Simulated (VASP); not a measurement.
Input of a VASP 6.6.1 run:

File INCAR:

```
SYSTEM = PbSe
ALGO = Normal
EDIFF = 1E-6
ENCUT = 520
GGA = PE
ISIF = 2
ISMEAR = 0
LASPH = .True.
LCHARG = .False.
LREAL = .False.
LWAVE = .False.
NBANDS = 17
NELM = 60
PREC = Accurate
SIGMA = 0.1
```

Contents of KPOINTS:

```
k-points
0
Gamma
  6 6 6
  0 0 0
```

POSCAR

```
PbSe
1.0
    0.0000000000      3.0353642900      3.0353642900
    3.0353642900      0.0000000000      3.0353642900
    3.0353642900      3.0353642900      0.0000000000
Pb Se
1 1
Direct
    0.2500000000      0.2500000000      0.2500000000
    0.0000000000      0.0000000000      0.0000000000
```

Potentials or basis: VASP PAW PBE potentials, release 64 (Pb_d, Se).

The run is started by

```sh
$ cat potpaw_PBE.64/Pb_d/POTCAR potpaw_PBE.64/Se/POTCAR > POTCAR
$ mpirun -np 1 vasp_std > vasp.out
```

Predict the pressure.

25.4 GPa.

Estimate the band gap on the k mesh.

zero (bands 10 and 11 overlap by 0.37 eV).

Caveat: the cell stands under pressure; semilocal functionals underestimate gaps, and a narrow one can read as zero; spin-orbit coupling is left out, which moves the levels of the heavy elements.
